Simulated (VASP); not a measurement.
# CaSe in VASP: notebook

CaSe is run at these levels: PBE; tasks: single point.

All numbers are computed with VASP 6.6.1; they aren't measurements. Logs are shortened: lines on timing, memory, paths and dates and some standing lists are left out, and cuts for length are marked.

## 1. The cell of the first run

The structure is cubic, space group Fm-3m (No. 225). Conventional cell: a = 5.935 Å, b = 5.935 Å, c = 5.935 Å, α = 90.00°, β = 90.00°, γ = 90.00°. Ca (site symmetry m-3m) has 6 Se at 2.97 Å within 3.9 Å. Within 3.9 Å of Se (site symmetry m-3m) lie 6 Ca at 2.97 Å.

## 2. Single point, PBE

INCAR

```
SYSTEM = CaSe
PREC = Accurate
ENCUT = 520
EDIFF = 1E-7
ISMEAR = 0
SIGMA = 0.01
LREAL = .FALSE.
LASPH = .TRUE.
NELM = 60
ALGO = Normal
ISIF = 2
LWAVE = .FALSE.
LCHARG = .FALSE.
GGA = PE
NBANDS = 15
```

KPOINTS

```
Automatic mesh
0
G
  4 4 4
  0 0 0
```

POSCAR

```
CaSe
1.0
    0.0000000000      2.9675306064      2.9675306064
    2.9675306064      0.0000000000      2.9675306064
    2.9675306064      2.9675306064      0.0000000000
Ca Se
1 1
Direct
    0.0000000000      0.0000000000      0.0000000000
    0.5000000000      0.5000000000      0.5000000000
```

Potentials or basis: VASP PAW PBE potentials, release 64 (Ca_sv, Se).

Launch:

```sh
$ cat potpaw_PBE.64/Ca_sv/POTCAR potpaw_PBE.64/Se/POTCAR > POTCAR
$ mpirun -np 1 vasp_std > vasp.out
```

OUTCAR:

```text
SYSTEM = CaSe
   PREC = Accurate
   ENCUT = 520
   EDIFF = 1E-7
   ISMEAR = 0
   LREAL = .FALSE.
   LASPH = .TRUE.
   NELM = 60
   ISIF = 2
   GGA = PE

 ion  position               nearest neighbor table
   1  0.000  0.000  0.000-   2 2.97   2 2.97   2 2.97   2 2.97   2 2.97   2 2.97
   2  0.500  0.500  0.500-   1 2.97   1 2.97   1 2.97   1 2.97   1 2.97   1 2.97

  LATTYP: Found a face centered cubic cell.
 ALAT       =     5.9350612128

  Lattice vectors:

 A1 = (   0.0000000000,   2.9675306064,   2.9675306064)
 A2 = (   2.9675306064,   0.0000000000,   2.9675306064)
 A3 = (   2.9675306064,   2.9675306064,   0.0000000000)

Analysis of symmetry for initial positions (statically):
=====================================================================
 Subroutine PRICEL returns:
 Original cell was already a primitive cell.

 Routine SETGRP: Setting up the symmetry group for a
 face centered cubic supercell.

 Subroutine GETGRP returns: Found 48 space group operations
 (whereof 48 operations were pure point group operations)
 out of a pool of 48 trial point group operations.

The static configuration has the point symmetry O_h .

Analysis of symmetry for dynamics (positions and initial velocities):
=====================================================================
 Subroutine PRICEL returns:
 Original cell was already a primitive cell.

 Routine SETGRP: Setting up the symmetry group for a
 face centered cubic supercell.

 Subroutine GETGRP returns: Found 48 space group operations
 (whereof 48 operations were pure point group operations)
 out of a pool of 48 trial point group operations.

The dynamic configuration has the point symmetry O_h .

 Subroutine INISYM returns: Found 48 space group operations
 (whereof 48 operations are pure point group operations),
 and found     1 'primitive' translations

----------------------------------------------------------------------------------------

                                     Primitive cell

  volume of cell :      52.2656

  direct lattice vectors                    reciprocal lattice vectors
     0.000000000  2.967530606  2.967530606    -0.168490259  0.168490259  0.168490259
     2.967530606  0.000000000  2.967530606     0.168490259 -0.168490259  0.168490259
     2.967530606  2.967530606  0.000000000     0.168490259  0.168490259 -0.168490259

  length of vectors
     4.196722030  4.196722030  4.196722030     0.291833689  0.291833689  0.291833689

  position of ions in fractional coordinates (direct lattice)
     0.000000000  0.000000000  0.000000000
     0.500000000  0.500000000  0.500000000
[... 71 lines left out ...]
   NELECT =      16.0000    total number of electrons
   NUPDOWN=      -1.0000    fix difference up-down
   EMIN   =  10.00;   EMAX   =-10.00  energy-range for DOS
   EFERMI =   0.00;   METHOD = LEGACY
   ISMEAR =     0;   SIGMA  =   0.01  broadening in eV -4-tet -1-fermi 0-gaus
   EFERMI_NEDOS =   21; number of points for ismear=-14 and -15
   IALGO  =     38    algorithm
   IMIX   =      4    mixing-type and parameters
     AMIX     =   0.40;   BMIX     =  1.00
     AMIX_MAG =   1.60;   BMIX_MAG =  1.00
  volume/ion in A,a.u.               =      26.13       176.35
  Fermi-wavevector in a.u.,A,eV,Ry     =   1.103341  2.085012 16.563196  1.217361
  Thomas-Fermi vector in A             =   2.239797
   LORBIT       =      0    0 simple, 1 ext, 2 COOP (PROOUT), +10 PAW based schemes
   GGA     = PE    functional components
   LHFCALC =     F    Hartree Fock is set to
   AEXX    =    0.0000 exact exchange contribution
   IVDW    =     0    specifies the selected vdW correction
   LEPSILON=     F    determine dielectric tensor
   LRPA    =     F    only Hartree local field effects (RPA)
 non-spin polarized calculation
 Gauss-broadening in eV      SIGMA  =   0.01
  energy-cutoff  :      520.00
  volume of cell :       52.27
 maximum number of plane-waves:      1424
   NGX = 15   NGY = 15   NGZ = 15

 number of electron      15.9999997 magnetization

 Free energy of the ion-electron system (eV)
  ---------------------------------------------------
  ext. energy  EPLUGINS =         0.00000000
  ---------------------------------------------------
  free energy    TOTEN  =        -9.46814032 eV

  energy without entropy =       -9.46814032  energy(sigma->0) =       -9.46814032

 E-fermi :   2.5584     XC(G=0):  -9.1089

 val. band max:        2.3894398152   @ k =   0.0000   0.0000   0.0000
 cond. band min:       4.4271801850   @ k =   0.5000   0.5000   0.0000
 fundamental gap:      2.0377403698
 Fermi energy:         2.5584087813

 k-point     1 :       0.0000    0.0000    0.0000
  band No.  band energies     occupation
      1     -37.4065      2.00000
      2     -18.3985      2.00000
      3     -18.3985      2.00000
      4     -18.3985      2.00000
      5      -9.3727      2.00000
      6       2.3894      2.00000
      7       2.3894      2.00000
      8       2.3894      2.00000
      9       5.6731      0.00000
     10       6.0871      0.00000
     11       6.0871      0.00000
     12       6.0871      0.00000
     13       6.6451      0.00000
     14       6.6451      0.00000
[... 113 lines left out ...]
      2     -18.4537      2.00000
      3     -18.4537      2.00000
      4     -18.4363      2.00000
      5      -8.7176      2.00000
      6       0.4278      2.00000
      7       0.4278      2.00000
      8       0.7334      2.00000
      9       6.7722      0.00000
     10       6.7722      0.00000
     11       7.5935      0.00000
     12       8.0761      0.00000
     13       8.3894      0.00000
     14      10.9226      0.00000
     15      11.3205      0.00000

------------------------ aborting loop because EDIFF is reached ----------------------------------------

  FORCE on cell =-STRESS in cart. coord.  units (eV):
  Direction    XX          YY          ZZ          XY          YZ          ZX
  --------------------------------------------------------------------------------------
  -------------------------------------------------------------------------------------
  Total        0.2791686      0.2791686      0.2791686      0.0000000      0.0000000     -0.0000000
  in kB        8.5577889      8.5577889      8.5577889      0.0000000      0.0000000     -0.0000000
  external PRESSURE =       8.5577889 kB  Pullay stress =       0.0000000 kB

 VOLUME and BASIS-vectors are now :
 -----------------------------------------------------------------------------
  energy-cutoff  :      520.00
  volume of cell :       52.27
      direct lattice vectors                 reciprocal lattice vectors
     0.000000000  2.967530606  2.967530606    -0.168490259  0.168490259  0.168490259
     2.967530606  0.000000000  2.967530606     0.168490259 -0.168490259  0.168490259
     2.967530606  2.967530606  0.000000000     0.168490259  0.168490259 -0.168490259

 POSITION                                       TOTAL-FORCE (eV/Angst)
 -----------------------------------------------------------------------------------
      0.00000      0.00000      0.00000         0.000000      0.000000      0.000000
      2.96753      2.96753      2.96753        -0.000000     -0.000000     -0.000000
 -----------------------------------------------------------------------------------
    total drift:                                0.000000     -0.000000     -0.000000

  FREE ENERGIE OF THE ION-ELECTRON SYSTEM (eV)
  ---------------------------------------------------
  free  energy   TOTEN  =        -9.4681403197 eV

  energy  without entropy=       -9.4681403197  energy(sigma->0) =       -9.46814032
```

stdout:

```text
POSCAR found type information on POSCAR CaSe
 POSCAR found :  2 types and       2 ions
 scaLAPACK will be used
 LDA part: xc-table for (Slater+PW92), standard interpolation
 POSCAR, INCAR and KPOINTS ok, starting setup
 FFT: planning ... GRIDC
 FFT: planning ... GRID_SOFT
 FFT: planning ... GRID
 WAVECAR not read
 entering main loop
```

Run time: 24 s. Hardware: 1 thread of AMD EPYC 7R13, shared host; peak memory 0.14 GiB.

Results:

- Free energy: -9.4681 eV
- Pressure: 0.9 GPa
- Band gap on the k mesh: 2.04 eV, indirect (least direct gap 2.96 eV)

Levels at points of the mesh, in eV from the valence-band top:
```tsv
k point	band 6	band 7	band 8	band 9	band 10	band 11
(0.00, 0.00, 0.00)	0.00	0.00	0.00	3.28	3.70	3.70
(0.50, 0.00, 0.00)	-3.25	-1.18	-1.18	4.49	5.44	5.47
(0.50, 0.50, 0.00)	-2.50	-0.93	-0.93	2.04	5.00	5.01
```

Caveat: the k points lie up to 0.46 Å⁻¹ apart.

(Continued in part 2 of 3.)
